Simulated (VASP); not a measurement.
# P (Cmce) in VASP: a series of runs

The runs below take P through single point, with pbe exchange, lda correlation.

Everything below comes from runs of VASP 6.6.1. Logs are shortened: lines on timing, memory, paths and dates and some standing lists are left out, and cuts for length are marked.

**1. The cell of the first run**

Symmetry: Cmce, No. 64, orthorhombic system. Conventional cell: a = 3.317 Å, b = 11.002 Å, c = 4.574 Å, α = 90.00°, β = 90.00°, γ = 90.00°. P (site symmetry m) has 3 P at 2.22 to 2.26 Å within 2.9 Å.

**2. Single point, pbe exchange, lda correlation (20.87 Å³/atom)**

The input, INCAR:

```
SYSTEM = P
ALGO = Normal
EDIFF = 1E-6
ENCUT = 500
GGA = LIBXC
GGA_COMPAT = .FALSE.
ISIF = 2
ISMEAR = -1
LASPH = .TRUE.
LCHARG = .FALSE.
LIBXC1 = GGA_X_PBE
LIBXC2 = LDA_C_PW
LREAL = .FALSE.
LWAVE = .FALSE.
NBANDS = 18
NELM = 120
PREC = Accurate
SIGMA = 0.15
```

The input, KPOINTS:

```
k-points
0
G
  8 8 6
  0 0 0
```

The input, POSCAR:

```
P
1.0
    1.6586556482     -5.5012310827      0.0000000000
    1.6586556482      5.5012310827      0.0000000000
    0.0000000000      0.0000000000      4.5737267689
P
4
Direct
    0.9041431300      0.0958568700      0.5888151700
    0.0958568700      0.9041431300      0.4111848300
    0.5958568700      0.4041431300      0.0888151700
    0.4041431300      0.5958568700      0.9111848300
```

Potentials or basis: VASP PAW PBE potentials, release 64 (P).

Run with:

```
> cat potpaw_PBE.64/P/POTCAR > POTCAR
> mpirun -np 1 vasp_std > vasp.out
```

OUTCAR:

```text
SYSTEM = P
   EDIFF = 1E-6
   ENCUT = 500
   GGA = LIBXC
   ISIF = 2
   ISMEAR = -1
   LASPH = .TRUE.
   LREAL = .FALSE.
   NELM = 120
   PREC = Accurate

 ion  position               nearest neighbor table
   1  0.904  0.096  0.589-   4 2.22   4 2.22   2 2.26
   2  0.096  0.904  0.411-   3 2.22   3 2.22   1 2.26
   3  0.596  0.404  0.089-   2 2.22   2 2.22   4 2.26
   4  0.404  0.596  0.911-   1 2.22   1 2.22   3 2.26

  LATTYP: Found a base centered orthorhombic cell.
 ALAT       =     3.3173112964
 B/A-ratio  =     3.3166806436
 C/A-ratio  =     1.3787451223

  Lattice vectors:

 A1 = (   1.6586556482,  -5.5012310827,   0.0000000000)
 A2 = (   1.6586556482,   5.5012310827,   0.0000000000)
 A3 = (   0.0000000000,   0.0000000000,   4.5737267689)

Analysis of symmetry for initial positions (statically):
=====================================================================
 Subroutine PRICEL returns:
 Original cell was already a primitive cell.

 Routine SETGRP: Setting up the symmetry group for a
 base centered orthorhombic supercell.

 Subroutine GETGRP returns: Found  8 space group operations
 (whereof  4 operations were pure point group operations)
 out of a pool of  8 trial point group operations.

The static configuration has the point symmetry C_2h.
 The point group associated with its full space group is D_2h.

Analysis of symmetry for dynamics (positions and initial velocities):
=====================================================================
 Subroutine PRICEL returns:
 Original cell was already a primitive cell.

 Routine SETGRP: Setting up the symmetry group for a
 base centered orthorhombic supercell.

 Subroutine GETGRP returns: Found  8 space group operations
 (whereof  4 operations were pure point group operations)
 out of a pool of  8 trial point group operations.

The dynamic configuration has the point symmetry C_2h.
 The point group associated with its full space group is D_2h.

 Subroutine INISYM returns: Found  8 space group operations
 (whereof  4 operations are pure point group operations),
 and found     1 'primitive' translations

----------------------------------------------------------------------------------------

                                     Primitive cell

  volume of cell :      83.4673

  direct lattice vectors                    reciprocal lattice vectors
     1.658655648 -5.501231083  0.000000000     0.301448948 -0.090888747  0.000000000
     1.658655648  5.501231083  0.000000000     0.301448948  0.090888747  0.000000000
     0.000000000  0.000000000  4.573726769     0.000000000  0.000000000  0.218640083

  length of vectors
     5.745840407  5.745840407  4.573726769     0.314852716  0.314852716  0.218640083

  position of ions in fractional coordinates (direct lattice)
     0.904143130  0.095856870  0.588815170
     0.095856870  0.904143130  0.411184830
     0.595856870  0.404143130  0.088815170
     0.404143130  0.595856870  0.911184830

  ion indices of the primitive-cell ions
   primitive index   ion index
                 1           1
                 2           2
                 3           3
                 4           4

----------------------------------------------------------------------------------------

 KPOINTS: k-points

Automatic generation of k-mesh.
 Grid dimensions read from file:
 generate k-points for:    8    8    6

 Generating k-lattice:

  Cartesian coordinates                     Fractional coordinates (reciprocal lattice)
     0.037681118 -0.011361093  0.000000000     0.125000000  0.000000000  0.000000000
     0.037681118  0.011361093  0.000000000     0.000000000  0.125000000  0.000000000
     0.000000000  0.000000000  0.036440014     0.000000000  0.000000000  0.166666667

  Length of vectors
     0.039356589  0.039356589  0.036440014

  Shift w.r.t. Gamma in fractional coordinates (k-lattice)
     0.000000000  0.000000000  0.000000000

 Subroutine IBZKPT returns following result:
 ===========================================

 Found     84 irreducible k-points:

 Following reciprocal coordinates:
            Coordinates               Weight
  0.000000  0.000000  0.000000      1.000000
  0.125000  0.000000  0.000000      4.000000
  0.250000  0.000000  0.000000      4.000000
  0.375000  0.000000  0.000000      4.000000
  0.500000  0.000000  0.000000      2.000000
  0.125000  0.125000  0.000000      2.000000
[... 16 lines left out ...]
  0.125000  0.000000  0.166667      8.000000
  0.250000  0.000000  0.166667      8.000000
 [... further k-points ...]
   k-points           NKPTS =     84   k-points in BZ     NKDIM =     84   number of bands    NBANDS=     18
   number of dos      NEDOS =    301   number of ions     NIONS =      4
   total plane-waves  NPLWV =  63504
   dimension x,y,z NGX =    42 NGY =   42 NGZ =   36
   dimension x,y,z NGXF=    84 NGYF=   84 NGZF=   72
   ions per type =               4
   NGX,Y,Z   is equivalent  to a cutoff of  12.15, 12.15, 13.09 a.u.
   NGXF,Y,Z  is equivalent  to a cutoff of  24.30, 24.30, 26.17 a.u.
 SYSTEM =  P
   PREC   = accura    normal or accurate (medium, high low for compatibility)
   ISTART =      0    job   : 0-new  1-cont  2-samecut
   ICHARG =      2    charge: 1-file 2-atom 10-const
   ISPIN  =      1    spin polarized calculation?
   LNONCOLLINEAR =      F non collinear calculations
   LSORBIT =      F    spin-orbit coupling
   LASPH  =      T    aspherical Exc in radial PAW
   ENCUT  =  500.0 eV  36.75 Ry    6.06 a.u.  10.48 10.48  8.34*2*pi/ulx,y,z
   NELM   =    120;   NELMIN=  2; NELMDL= -5     # of ELM steps
   EDIFF  = 0.1E-05   stopping-criterion for ELM
   LREAL  =      F    real-space projection
   EDIFFG = 0.1E-04   stopping-criterion for IOM
   NSW    =      0    number of steps for IOM
   IBRION =     -1    ionic relax: 0-MD 1-quasi-New 2-CG
   NFREE  =      0    steps in history (QN), initial steepest desc. (CG)
   ISIF   =      2    stress and relaxation
   ISYM   =      2    0-nonsym 1-usesym 2-fastsym
   POTIM  = 0.5000    time-step for ionic-motion
   TEBEG  =    0.0;   TEEND  =   0.0 temperature during run
   PSTRESS=    0.0 pullay stress
   NELECT =      20.0000    total number of electrons
   NUPDOWN=      -1.0000    fix difference up-down
   EMIN   =  10.00;   EMAX   =-10.00  energy-range for DOS
   EFERMI =   0.00;   METHOD = LEGACY
   ISMEAR =    -1;   SIGMA  =   0.15  broadening in eV -4-tet -1-fermi 0-gaus
   EFERMI_NEDOS =   21; number of points for ismear=-14 and -15
   IALGO  =     38    algorithm
   IMIX   =      4    mixing-type and parameters
     AMIX     =   0.40;   BMIX     =  1.00
     AMIX_MAG =   1.60;   BMIX_MAG =  1.00
  volume/ion in A,a.u.               =      20.87       140.82
  Fermi-wavevector in a.u.,A,eV,Ry     =   1.016825  1.921520 14.067503  1.033932
  Thomas-Fermi vector in A             =   2.150190
   LORBIT       =      0    0 simple, 1 ext, 2 COOP (PROOUT), +10 PAW based schemes
   GGA     = LIBXC    functional components
   LHFCALC =     F    Hartree Fock is set to
   AEXX    =    0.0000 exact exchange contribution
   IVDW    =     0    specifies the selected vdW correction
   LEPSILON=     F    determine dielectric tensor
   LRPA    =     F    only Hartree local field effects (RPA)
 non-spin polarized calculation
  energy-cutoff  :      500.00
  volume of cell :       83.47
 maximum number of plane-waves:      2136
 NGX is ok and might be reduce to    42
   NGX = 21   NGY = 21   NGZ = 17

 number of electron      20.0000003 magnetization

 Free energy of the ion-electron system (eV)
  ---------------------------------------------------
  ext. energy  EPLUGINS =         0.00000000
  ---------------------------------------------------
  free energy    TOTEN  =       -18.02837037 eV

  energy without entropy =      -18.02022598  energy(sigma->0) =      -18.02429818

 E-fermi :   5.6227     XC(G=0):  -9.0624

 val. band max:        5.5267603862   @ k =   0.5000   0.5000   0.0000
 cond. band min:       5.8841253160   @ k =   0.5000   0.5000   0.0000
 fundamental gap:      0.3573649298
 Fermi energy:         5.6227226998

 k-point     1 :       0.0000    0.0000    0.0000
  band No.  band energies     occupation
      1      -9.9909      2.00000
      2      -7.3617      2.00000
      3      -4.1764      2.00000
      4      -0.9247      2.00000
      5       0.4969      2.00000
      6       0.9614      2.00000
[... 10 lines left out ...]
     17      12.7284      0.00000
     18      13.1586      0.00000

 k-point     2 :       0.1250    0.0000    0.0000
  band No.  band energies     occupation
      1      -9.8043      2.00000
      2      -7.1822      2.00000
      3      -4.2734      2.00000
      4      -0.7648      2.00000
      5       0.1215      2.00000
      6       0.7705      2.00000
[... 10 lines left out ...]
     17      11.6944      0.00000
     18      12.7196      0.00000

 k-point     3 :       0.2500    0.0000    0.0000
  band No.  band energies     occupation
      1      -9.2514      2.00000
      2      -6.6446      2.00000
      3      -4.7775      2.00000
      4      -1.2666      2.00000
      5      -0.3263      2.00000
      6      -0.1826      2.00000
[... 10 lines left out ...]
     17      11.2605      0.00000
     18      12.5691      0.00000

 k-point     4 :       0.3750    0.0000    0.0000
  band No.  band energies     occupation
      1      -8.3572      2.00000
      2      -5.8714      2.00000
      3      -5.7530      2.00000
      4      -2.9823      2.00000
      5      -0.2644      2.00000
      6       0.1726      2.00000
[... 375 lines left out ...]
      4      -1.2936      2.00000
      5       0.3634      2.00000
      6       1.4611      2.00000
[... 10 lines left out ...]
     17      12.9624      0.00000
     18      13.4012      0.00000

 k-point    23 :       0.1250    0.0000    0.1667
  band No.  band energies     occupation
      1      -9.6693      2.00000
      2      -7.4101      2.00000
      3      -4.1840      2.00000
      4      -1.2421      2.00000
      5       0.2705      2.00000
      6       0.6250      2.00000
[... 10 lines left out ...]
     17      12.3807      0.00000
     18      12.8066      0.00000

 k-point    24 :       0.2500    0.0000    0.1667
  band No.  band energies     occupation
      1      -9.1207      2.00000
      2      -6.9006      2.00000
      3      -4.5702      2.00000
      4      -1.6638      2.00000
      5      -0.4200      2.00000
      6      -0.0603      2.00000
[... 10 lines left out ...]
     17      11.3398      0.00000
     18      12.5672      0.00000

 [... further k-points ...]
[... 5 lines left out ...]
  --------------------------------------------------------------------------------------
  -------------------------------------------------------------------------------------
  Total        3.2098947      2.8305905      3.1797416      0.0000000      0.0000000      0.0000000
  in kB       61.6147997     54.3339516     61.0360025      0.0000000      0.0000000      0.0000000
  external PRESSURE =      58.9949179 kB  Pullay stress =       0.0000000 kB

 VOLUME and BASIS-vectors are now :
 -----------------------------------------------------------------------------
  energy-cutoff  :      500.00
  volume of cell :       83.47
      direct lattice vectors                 reciprocal lattice vectors
     1.658655648 -5.501231083  0.000000000     0.301448948 -0.090888747  0.000000000
     1.658655648  5.501231083  0.000000000     0.301448948  0.090888747  0.000000000
     0.000000000  0.000000000  4.573726769     0.000000000  0.000000000  0.218640083

 POSITION                                       TOTAL-FORCE (eV/Angst)
 -----------------------------------------------------------------------------------
      1.65866     -4.44657      2.69308         0.000000      0.177765     -0.120640
      1.65866      4.44657      1.88065         0.000000     -0.177765      0.120640
      1.65866     -1.05466      0.40622         0.000000     -0.177765     -0.120640
      1.65866      1.05466      4.16751         0.000000      0.177765      0.120640
 -----------------------------------------------------------------------------------
    total drift:                                0.000000     -0.000000      0.000000

  FREE ENERGIE OF THE ION-ELECTRON SYSTEM (eV)
  ---------------------------------------------------
  free  energy   TOTEN  =       -18.0283703675 eV

  energy  without entropy=      -18.0202259835  energy(sigma->0) =      -18.02429818
```

Wall time 64 s (1 thread of Intel Xeon 6975P-C (Granite Rapids), shared host); peak memory 0.27 GiB.

What came out:

* Free energy: -18.0284 eV
* Pressure: 5.9 GPa
* Largest force: 0.215 eV/Å
* Band gap on the k mesh: 0.36 eV

Forces in eV/Å, atoms in the order of the input:
```
P    0.000  0.178 -0.121
P    0.000 -0.178  0.121
P    0.000 -0.178 -0.121
P    0.000  0.178  0.121
```

Levels at points of the mesh, in eV from the valence-band top:
| k point | band 8 | band 9 | band 10 | band 11 | band 12 | band 13 |
| --- | --- | --- | --- | --- | --- | --- |
| (0.00, 0.00, 0.00) | -2.59 | -2.53 | -1.12 | 0.80 | 1.36 | 2.07 |
| (0.50, 0.00, 0.00) | -3.25 | -2.47 | -2.47 | 0.93 | 0.93 | 1.74 |
| (0.50, 0.50, 0.00) | -2.38 | -1.48 | 0.00 | 0.36 | 1.14 | 2.23 |
| (0.00, 0.00, 0.50) | -3.19 | -1.58 | -1.58 | 1.58 | 1.58 | 2.97 |
| (0.50, 0.00, 0.50) | -5.07 | -1.72 | -1.72 | 1.89 | 1.89 | 3.52 |
| (0.50, 0.50, 0.50) | -2.69 | -1.88 | -1.88 | 1.61 | 1.61 | 2.70 |

Caveat: the cell stands under pressure; the PAW data sets were made with another functional, which shifts forces and pressure a little.

(Continued in part 2 of 2.)
